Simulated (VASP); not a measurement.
Set up this calculation in VASP 6.6.1, as the native input.

```
Task                   : relaxation of cell and atoms
Functional             : PBE
Potentials or basis    : VASP PAW PBE potentials, release 64 (Al, In_d, Sb, N)
Cutoff                 : 600 eV
k mesh                 : 6 × 6 × 4
Occupations            : gaussian, width 0.1 eV
Spin                   : no spin polarisation
Dipole correction      : no
Further INCAR settings : ALGO = Normal; EDIFF = 1e-07; IBRION = 2; EDIFFG = -0.04; NSW = 90; ISIF = 3
```

The structure of AlInSbN2 lies in POSCAR:

```
AlInSbN2
1.0
    4.0287236200      0.0000000000      0.0000000000
   -2.0143618100      3.4889770000      0.0000000000
    0.0000000000      0.0000000000      6.5094062700
Al In Sb N
1 1 1 2
Direct
    0.0000000000      0.0000000000      0.3765620000
    0.3333333300      0.6666666700      0.9841210200
    0.6666666700      0.3333333300      0.6335849800
    0.6666666700      0.3333333300      0.2403230100
    0.0000000000      0.0000000000      0.7654089900
```

These files were run (other wordings do the same):

INCAR

```
ALGO = Normal
EDIFF = 1E-7
EDIFFG = -0.04
ENCUT = 600
GGA = PE
IBRION = 2
ISIF = 3
ISMEAR = 0
LASPH = T
LCHARG = F
LREAL = F
LWAVE = F
NELM = 60
NSW = 90
PREC = Accurate
SIGMA = 0.1
```

KPOINTS

```
k-points
0
Gamma
  6 6 4
```

Potentials or basis: VASP PAW PBE potentials, release 64 (Al, In_d, Sb, N).

The run is started by

```console
$ cat potpaw_PBE.64/Al/POTCAR potpaw_PBE.64/In_d/POTCAR potpaw_PBE.64/Sb/POTCAR potpaw_PBE.64/N/POTCAR > POTCAR
$ mpirun -np 1 vasp_std > vasp.out
```

It gave:

- Relaxed volume: 16.67 Å³/atom
- Relaxed cell: a = 3.193 Å, b = 3.193 Å, c = 9.441 Å, α = 90.00°, β = 90.00°, γ = 120.00°
- Space group after relaxing (to 0.05 Å): P3m1 (No. 156)
- Energy gained by relaxing: 959.4 meV/atom
- Ionic steps: 45
- Pressure after relaxing: -0.1 GPa
- Largest force after relaxing: 0.037 eV/Å

Caveat: this functional lacks dispersion, which binds the layers, so the pressure and a relaxed spacing across them are unreliable.

Run time: 13 min on 1 thread of Intel(R) Xeon(R) 6975P-C (Granite Rapids) (shared host), peak memory 0.3 GiB.
